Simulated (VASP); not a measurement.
The system is Al2O3.

```xyz
10
Lattice="2.3794 1.3737 4.3316 -2.3794 1.3737 4.3316 0.0000 -2.7474 4.3316" Properties=species:S:1:pos:R:3 pbc="T T T"
Al    0.0000    0.0000    1.9244
Al    0.0000    0.0000    4.5730
Al    0.0000    0.0000    8.4218
Al    0.0000    0.0000   11.0704
O     0.9214    1.3737    7.5803
O    -0.7290    1.4849    5.4145
O     0.7290   -1.4849    7.5803
O    -1.6504    0.1111    7.5803
O     1.6504   -0.1111    5.4145
O    -0.9214   -1.3737    5.4145
```

Base run:

```yaml
Program: VASP 6.6.1
Functional: PBE
Potentials_or_basis: VASP PAW PBE potentials, release 64 (Al, O)
Cutoff: 520 eV
k_mesh: 6 × 6 × 6
Occupations: fermi-dirac, width 0.02 eV
Spin: no spin polarisation
```

Its results: band gap on the k mesh 6.24 eV; pressure 7.4 GPa; largest force 0.034 eV/Å.

Problem. The run is repeated on the same cell with these changes: functional from PBE to r2SCAN. What comes out?

Solution. Band gap on the k mesh 7.16 eV; pressure -0.5 GPa; largest force 0.019 eV/Å.

Caveats: the cell stands under pressure (at least some runs); the PAW data sets were made with another functional, which shifts forces and pressure a little (at least some runs).

A k mesh can miss the band edges.
